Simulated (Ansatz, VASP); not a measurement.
**One calculation of Ir, two programs**

```xyz
1
Lattice="0.0000 1.9055 1.9055 1.9055 0.0000 1.9055 1.9055 1.9055 0.0000" Properties=species:S:1:pos:R:3 pbc="T T T"
Ir    0.0000    0.0000    0.0000
```

Alike in both runs: functional LDA; k mesh 26 × 26 × 26; occupations gaussian, width 0.1 eV; no spin polarisation.

Ansatz relaxed the structure, and its values are those at the end. VASP's run is a single point on that final structure, the one shown.

|  | VASP | Ansatz |
| --- | --- | --- |
| version | VASP 6.6.1 | Ansatz 0.2.0 |
| potentials or method | VASP PAW LDA potentials, release 64 (Ir), cutoff 520 eV | scalar-relativistic, plane waves, PAW |
| valence electrons in the cell | 9 | 17 |

Ansatz gave:

```
gap on the k mesh at the Fermi level (eV) : none
pressure (GPa)                            : 0.0
```

Task: Which values does VASP return?

Result: gap on the k mesh at the Fermi level (eV): none; pressure (GPa): 2.6.

Ansatz warns that its potentials were made for another functional, while VASP's fit it. LDA's correlation is that of Perdew and Zunger in VASP and of Perdew and Wang (1992) in Ansatz. A gap of «none» marks a metal or a gap that the smearing closes. VASP's potentials hold 9 valence electrons a cell and Ansatz's 17, so a difference there can come from the potentials and not from the codes.

Spin-orbit coupling is off throughout.
